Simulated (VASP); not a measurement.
# ZnIn2F4 (I-4) in VASP: single point with r2SCAN

Aim: the single point of ZnIn2F4 with r2SCAN.

Program: VASP 6.6.1. These are calculated values, not measurements. Logs are shortened: lines on timing, memory, paths and dates and some standing lists are left out, and cuts for length are marked.

### Step 1. The cell of the first run

Symmetry: I-4, No. 82, tetragonal system. The conventional cell has a = 4.969 Å, b = 4.969 Å, c = 9.935 Å, α = 90.00°, β = 90.00°, γ = 90.00°. Within 2.8 Å of In (site symmetry -4) lie 4 F at 2.15 Å. In (site symmetry -4) has 4 F at 2.15 Å within 2.8 Å. Zn (site symmetry -4) has 4 F at 2.15 Å within 2.8 Å. F (site symmetry 1) has 2 In at 2.15 Å and 1 Zn at 2.15 Å within 2.8 Å.

### Step 2. Single point, r2SCAN

Input file POSCAR:

```
ZnIn2F4
1.0
    0.0000000000      4.9691450000      0.0000000000
    4.9691450000      0.0000000000      0.0000000000
    2.4845720000      2.4845720000     -4.9675210000
In Zn F
2 1 4
Direct
    0.5000000000      0.5000000000      0.0000000000
    0.7500000000      0.2500000000      0.5000000000
    0.0000000000      0.0000000000      0.0000000000
    0.3750000000      0.3750000000      0.7500000000
    0.6250000000      0.1250000000      0.2500000000
    0.8750000000      0.8750000000      0.7500000000
    0.1250000000      0.6250000000      0.2500000000
```

Input file INCAR.step1:

```
SYSTEM = ZnIn2F4
PREC = Accurate
ENCUT = 520
ISMEAR = 0
SIGMA = 0.014
LREAL = .FALSE.
LASPH = .TRUE.
NELM = 60
NBANDS = 42
GGA = PE
ALGO = Normal
EDIFF = 1E-4
LWAVE = .TRUE.
LCHARG = .FALSE.
```

Input file INCAR.step2:

```
SYSTEM = ZnIn2F4
PREC = Accurate
ENCUT = 520
EDIFF = 1E-7
ISMEAR = 0
SIGMA = 0.014
LREAL = .FALSE.
LASPH = .TRUE.
NELM = 60
ALGO = Normal
ISIF = 2
LWAVE = .FALSE.
LCHARG = .FALSE.
METAGGA = R2SCAN
LMIXTAU = .TRUE.
NBANDS = 42
ISTART = 1
```

Input file KPOINTS:

```
Automatic mesh
0
G
  6 6 6
  0 0 0
```

Potentials or basis: VASP PAW PBE potentials, release 64 (In_d, Zn, F).

Command:

```bash
> cat potpaw_PBE.64/In_d/POTCAR potpaw_PBE.64/Zn/POTCAR potpaw_PBE.64/F/POTCAR > POTCAR
> cp INCAR.step1 INCAR
> mpirun -np 1 vasp_std > vasp.out
> cp INCAR.step2 INCAR
> mpirun -np 1 vasp_std > vasp.out
```

OUTCAR:

```text
SYSTEM = ZnIn2F4
   PREC = Accurate
   ENCUT = 520
   EDIFF = 1E-7
   ISMEAR = 0
   LREAL = .FALSE.
   LASPH = .TRUE.
   NELM = 60
   ISIF = 2
   METAGGA = R2SCAN
   ISTART = 1

 ion  position               nearest neighbor table
   1  0.500  0.500  0.000-   4 2.15   5 2.15   7 2.15   6 2.15   2 3.51   2 3.51   2 3.51   2 3.51
                             3 3.51   3 3.51   3 3.51   3 3.51
   2  0.750  0.250  0.500-   5 2.15   4 2.15   6 2.15   7 2.15   1 3.51   3 3.51   1 3.51   3 3.51
                             1 3.51   3 3.51   1 3.51   3 3.51
   3  0.000  0.000  0.000-   6 2.15   5 2.15   7 2.15   4 2.15   2 3.51   2 3.51   2 3.51   2 3.51
                             1 3.51   1 3.51   1 3.51   1 3.51
   4  0.375  0.375  0.750-   1 2.15   2 2.15   3 2.15
   5  0.625  0.125  0.250-   2 2.15   1 2.15   3 2.15
   6  0.875  0.875  0.750-   3 2.15   2 2.15   1 2.15
   7  0.125  0.625  0.250-   1 2.15   3 2.15   2 2.15

  LATTYP: Found a body centered tetragonal cell.
 ALAT       =     4.9691450000
 C/A-ratio  =     1.9993463664

  Lattice vectors:

 A1 = (  -2.4845720000,   2.4845730000,   4.9675210000)
 A2 = (   2.4845730000,  -2.4845720000,   4.9675210000)
 A3 = (   2.4845720000,   2.4845720000,  -4.9675210000)

Analysis of symmetry for initial positions (statically):
=====================================================================
 Subroutine PRICEL returns:
 Original cell was already a primitive cell.

 Routine SETGRP: Setting up the symmetry group for a
 body centered tetragonal supercell.

 Subroutine GETGRP returns: Found  4 space group operations
 (whereof  4 operations were pure point group operations)
 out of a pool of 16 trial point group operations.

The static configuration has the point symmetry S_4 .

Analysis of symmetry for dynamics (positions and initial velocities):
=====================================================================
 Subroutine PRICEL returns:
 Original cell was already a primitive cell.

 Routine SETGRP: Setting up the symmetry group for a
 body centered tetragonal supercell.

 Subroutine GETGRP returns: Found  4 space group operations
 (whereof  4 operations were pure point group operations)
 out of a pool of 16 trial point group operations.

The dynamic configuration has the point symmetry S_4 .

 Subroutine INISYM returns: Found  4 space group operations
 (whereof  4 operations are pure point group operations),
 and found     1 'primitive' translations

----------------------------------------------------------------------------------------

                                     Primitive cell

  volume of cell :     122.6600

  direct lattice vectors                    reciprocal lattice vectors
     0.000000000  4.969145000  0.000000000     0.000000000  0.201241864  0.100653807
     4.969145000  0.000000000  0.000000000     0.201241864  0.000000000  0.100653807
     2.484572000  2.484572000 -4.967521000     0.000000000  0.000000000 -0.201307654

  length of vectors
     4.969145000  4.969145000  6.084608527     0.225009948  0.225009948  0.201307654

  position of ions in fractional coordinates (direct lattice)
     0.500000000  0.500000000  0.000000000
     0.750000000  0.250000000  0.500000000
     0.000000000  0.000000000  0.000000000
     0.375000000  0.375000000  0.750000000
     0.625000000  0.125000000  0.250000000
     0.875000000  0.875000000  0.750000000
     0.125000000  0.625000000  0.250000000

  ion indices of the primitive-cell ions
   primitive index   ion index
                 1           1
                 2           2
                 3           3
                 4           4
                 5           5
                 6           6
                 7           7

----------------------------------------------------------------------------------------

 KPOINTS: Automatic mesh

Automatic generation of k-mesh.
 Grid dimensions read from file:
 generate k-points for:    6    6    6

 Generating k-lattice:

  Cartesian coordinates                     Fractional coordinates (reciprocal lattice)
     0.000000000  0.033540311  0.016775634     0.166666667  0.000000000  0.000000000
     0.033540311  0.000000000  0.016775634     0.000000000  0.166666667  0.000000000
     0.000000000  0.000000000 -0.033551276     0.000000000  0.000000000  0.166666667

  Length of vectors
     0.037501658  0.037501658  0.033551276

  Shift w.r.t. Gamma in fractional coordinates (k-lattice)
     0.000000000  0.000000000  0.000000000

 Subroutine IBZKPT returns following result:
 ===========================================

 Found     36 irreducible k-points:

 Following reciprocal coordinates:
            Coordinates               Weight
  0.000000  0.000000  0.000000      1.000000
  0.166667  0.000000 -0.000000      8.000000
  0.333333  0.000000 -0.000000      8.000000
  0.500000  0.000000  0.000000      4.000000
  0.166667  0.166667 -0.000000      8.000000
  0.333333  0.166667  0.000000      8.000000
[... 16 lines left out ...]
  0.333333  0.333333  0.166667      8.000000
  0.500000  0.333333  0.166667      8.000000
 [... further k-points ...]
   k-points           NKPTS =     36   k-points in BZ     NKDIM =     36   number of bands    NBANDS=     42
   number of dos      NEDOS =    301   number of ions     NIONS =      7
   total plane-waves  NPLWV =  76800
   dimension x,y,z NGX =    40 NGY =   40 NGZ =   48
   dimension x,y,z NGXF=    80 NGYF=   80 NGZF=   96
   ions per type =               2   1   4
   NGX,Y,Z   is equivalent  to a cutoff of  13.38, 13.38, 13.11 a.u.
   NGXF,Y,Z  is equivalent  to a cutoff of  26.76, 26.76, 26.23 a.u.
 SYSTEM =  ZnIn2F4
   PREC   = accura    normal or accurate (medium, high low for compatibility)
   ISTART =      1    job   : 0-new  1-cont  2-samecut
   ICHARG =      0    charge: 1-file 2-atom 10-const
   ISPIN  =      1    spin polarized calculation?
   LNONCOLLINEAR =      F non collinear calculations
   LSORBIT =      F    spin-orbit coupling
   LASPH  =      T    aspherical Exc in radial PAW
   ENCUT  =  520.0 eV  38.22 Ry    6.18 a.u.   9.24  9.24 11.31*2*pi/ulx,y,z
   NELM   =     60;   NELMIN=  2; NELMDL=  0     # of ELM steps
   EDIFF  = 0.1E-06   stopping-criterion for ELM
   LREAL  =      F    real-space projection
   EDIFFG = 0.1E-05   stopping-criterion for IOM
   NSW    =      0    number of steps for IOM
   IBRION =     -1    ionic relax: 0-MD 1-quasi-New 2-CG
   NFREE  =      0    steps in history (QN), initial steepest desc. (CG)
   ISIF   =      2    stress and relaxation
   ISYM   =      2    0-nonsym 1-usesym 2-fastsym
   POTIM  = 0.5000    time-step for ionic-motion
   TEBEG  =    0.0;   TEEND  =   0.0 temperature during run
   PSTRESS=    0.0 pullay stress
   NELECT =      66.0000    total number of electrons
   NUPDOWN=      -1.0000    fix difference up-down
   EMIN   =  10.00;   EMAX   =-10.00  energy-range for DOS
   EFERMI =   0.00;   METHOD = LEGACY
   ISMEAR =     0;   SIGMA  =   0.01  broadening in eV -4-tet -1-fermi 0-gaus
   EFERMI_NEDOS =   21; number of points for ismear=-14 and -15
   IALGO  =     38    algorithm
   IMIX   =      4    mixing-type and parameters
     AMIX     =   0.40;   BMIX     =  1.00
     AMIX_MAG =   1.60;   BMIX_MAG =  1.00
  volume/ion in A,a.u.               =      17.52       118.25
  Fermi-wavevector in a.u.,A,eV,Ry     =   1.331543  2.516251 24.123214  1.773006
  Thomas-Fermi vector in A             =   2.460546
   LORBIT       =      0    0 simple, 1 ext, 2 COOP (PROOUT), +10 PAW based schemes
   METAGGA = R2SCAN    functional components
   LHFCALC =     F    Hartree Fock is set to
   AEXX    =    0.0000 exact exchange contribution
   IVDW    =     0    specifies the selected vdW correction
   LEPSILON=     F    determine dielectric tensor
   LRPA    =     F    only Hartree local field effects (RPA)
 non-spin polarized calculation
 Gauss-broadening in eV      SIGMA  =   0.01
  energy-cutoff  :      520.00
  volume of cell :      122.66
 maximum number of plane-waves:      3371
 NGX is ok and might be reduce to    40
   NGX = 19   NGY = 19   NGZ = 23

 number of electron      66.0000000 magnetization

 Free energy of the ion-electron system (eV)
  ---------------------------------------------------
  ext. energy  EPLUGINS =         0.00000000
  ---------------------------------------------------
  free energy    TOTEN  =       -77.10364896 eV

  energy without entropy =      -77.10297953  energy(sigma->0) =      -77.10331424

 E-fermi :   4.3932     XC(G=0):  -9.7865

 val. band max:        4.3877964205   @ k =   0.3333   0.1667  -0.1667
 cond. band min:       4.4041948300   @ k =  -0.3333   0.1667  -0.0000
 fundamental gap:      0.0163984095
 Fermi energy:         4.3932300671

 k-point     1 :       0.0000    0.0000    0.0000
  band No.  band energies     occupation
      1     -23.0105      2.00000
      2     -22.8716      2.00000
      3     -22.8716      2.00000
      4     -22.8698      2.00000
      5     -11.7734      2.00000
      6     -11.7734      2.00000
[... 34 lines left out ...]
     41      10.2237      0.00000
     42      11.0982      0.00000

 k-point     2 :       0.1667    0.0000   -0.0000
  band No.  band energies     occupation
      1     -22.9982      2.00000
      2     -22.8769      2.00000
      3     -22.8741      2.00000
      4     -22.8719      2.00000
      5     -11.7774      2.00000
      6     -11.7672      2.00000
[... 34 lines left out ...]
     41      11.0696      0.00000
     42      11.2762      0.00000

 k-point     3 :       0.3333    0.0000   -0.0000
  band No.  band energies     occupation
      1     -22.9675      2.00000
      2     -22.8961      2.00000
      3     -22.8789      2.00000
      4     -22.8765      2.00000
      5     -11.7769      2.00000
      6     -11.7514      2.00000
[... 897 lines left out ...]
      4     -22.8825      2.00000
      5     -11.7764      2.00000
      6     -11.7511      2.00000
[... 34 lines left out ...]
     41      11.0342      0.00000
     42      12.5439      0.00000

 k-point    24 :       0.5000    0.3333    0.1667
  band No.  band energies     occupation
      1     -22.9211      2.00000
      2     -22.9131      2.00000
      3     -22.8933      2.00000
      4     -22.8889      2.00000
      5     -11.7733      2.00000
      6     -11.7452      2.00000
[... 34 lines left out ...]
     41      11.4386      0.00000
     42      12.5997      0.00000

 [... further k-points ...]

------------------------ aborting loop because EDIFF is reached ----------------------------------------

  FORCE on cell =-STRESS in cart. coord.  units (eV):
  Direction    XX          YY          ZZ          XY          YZ          ZX
  --------------------------------------------------------------------------------------
  -------------------------------------------------------------------------------------
  Total        7.6571442      7.6571442      7.6888974     -0.0000173      0.0000008      0.0000008
  in kB      100.0171225    100.0171225    100.4318808     -0.0002261      0.0000101      0.0000101
  external PRESSURE =     100.1553753 kB  Pullay stress =       0.0000000 kB

 VOLUME and BASIS-vectors are now :
 -----------------------------------------------------------------------------
  energy-cutoff  :      520.00
  volume of cell :      122.66
      direct lattice vectors                 reciprocal lattice vectors
     0.000000000  4.969145000  0.000000000     0.000000000  0.201241864  0.100653807
     4.969145000  0.000000000  0.000000000     0.201241864  0.000000000  0.100653807
     2.484572000  2.484572000 -4.967521000     0.000000000  0.000000000 -0.201307654

 POSITION                                       TOTAL-FORCE (eV/Angst)
 -----------------------------------------------------------------------------------
      2.48457      2.48457      0.00000        -0.000000      0.000000      0.000000
      2.48457      4.96914     -2.48376        -0.000000      0.000000      0.000000
      0.00000      0.00000      0.00000        -0.000000      0.000000      0.000000
      3.72686      3.72686     -3.72564        -0.208296     -1.564426      0.064114
      1.24229      3.72686     -1.24188        -1.564426      0.208296     -0.064114
      6.21143      6.21143     -3.72564         0.208296      1.564426      0.064114
      3.72686      1.24229     -1.24188         1.564426     -0.208296     -0.064114
 -----------------------------------------------------------------------------------
    total drift:                                0.000006     -0.000363      0.000117

  FREE ENERGIE OF THE ION-ELECTRON SYSTEM (eV)
  ---------------------------------------------------
  free  energy   TOTEN  =       -77.1036489552 eV

  energy  without entropy=      -77.1029795327  energy(sigma->0) =      -77.10331424
```

Run time: 15 min. Hardware: 1 thread of Intel Xeon Platinum 8259CL at 2.50GHz (Skylake/Cascade Lake), shared host; peak memory 0.4 GiB.

What came out:

```yaml
Free_energy: -77.1036 eV
Pressure: 10.0 GPa
Largest_force: 1.580 eV/Å
Band_gap_on_the_k_mesh: zero (bands 33 and 34 overlap by 1.58 eV)
```

Forces on the atoms (eV/Å):
```
In   0.000  0.000  0.000
In   0.000  0.000  0.000
Zn   0.000  0.000  0.000
F   -0.208 -1.564  0.064
F   -1.564  0.208 -0.064
F    0.208  1.564  0.064
F    1.564 -0.208 -0.064
```

Caveat: the cell stands under pressure; the PAW data sets were made with another functional, which shifts forces and pressure a little; spin-orbit coupling is left out, which moves the levels of the heavy elements.
